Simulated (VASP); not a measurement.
ZnS, 2 atoms in the cell. The structure is cubic, space group F-43m (No. 216). Conventional cell: a = 5.490 Å, b = 5.490 Å, c = 5.490 Å, α = 90.00°, β = 90.00°, γ = 90.00°. Within 3.1 Å of Zn (site symmetry -43m) lie 4 S at 2.38 Å. S (site symmetry -43m) has 4 Zn at 2.38 Å within 3.1 Å.  This cell differs from its parent crystal: strain +0.015 along x and y, +0.015 along z.

- Program: VASP 6.6.1
- Task: single point
- Functional: r2SCAN
- Potentials or basis: VASP PAW PBE potentials, release 64 (Zn, S)
- Cutoff: 520 eV
- k mesh: 8 × 8 × 8
- Occupations: gaussian, width 0.05 eV
- Spin: no spin polarisation
- Dipole correction: no
- Further INCAR settings: ALGO = Normal; EDIFF = 1e-07; NBANDS = 16

Potentials or basis: VASP PAW PBE potentials, release 64 (Zn, S).

Command:

```console
$ cat potpaw_PBE.64/Zn/POTCAR potpaw_PBE.64/S/POTCAR > POTCAR
$ cp INCAR.step1 INCAR
$ mpirun -np 1 vasp_std > vasp.out
$ cp INCAR.step2 INCAR
$ mpirun -np 1 vasp_std > vasp.out
```

Hardware: 1 thread of Intel(R) Xeon(R) Platinum 8259CL CPU @ 2.50GHz (Skylake/Cascade Lake), on a shared host.

Task: Estimate the wall time of this run.

Result: It took 2.3 min on 1 thread of Intel(R) Xeon(R) Platinum 8259CL CPU @ 2.50GHz (Skylake/Cascade Lake) (shared host), peak memory 0.18 GiB. Counts: k points 29.
